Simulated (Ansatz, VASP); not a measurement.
**FeO: VASP beside Ansatz**

```
Fe O
1.0
     0.00000    2.15540    2.15540
     2.15540    0.00000    2.15540
     2.15540    2.15540    0.00000
Fe O
1 1
Direct
  0.00000 0.00000 0.00000
  0.50000 0.50000 0.50000
```

Alike in both runs: task single point; functional PBE; k mesh 11 × 11 × 11; occupations gaussian, width 0.012 eV; collinear spin.

```csv
,VASP,Ansatz
version,VASP 6.6.1,Ansatz 0.2.0
potentials or method,"VASP PAW PBE potentials, release 64 (Fe_sv, O)",Ansatz PAW
plane-wave cutoff (eV),600,420
valence electrons in the cell,22,22
```

```tsv
	VASP	Ansatz	Ansatz less VASP
gap on the k mesh at the Fermi level (eV)	none	none	-
pressure (GPa)	-2.6	-0.3	+2.37
net moment per atom (μB)	2.00	2.00	0.000
size of the moment on the site where the two differ most (μB)	3.48	3.45	-0.027
```

Site moments also hang on the region over which each program counts them. A gap of «none» marks a metal or a gap that the smearing closes. With one functional, cell and mesh, what is left measures potentials, basis and numerics.
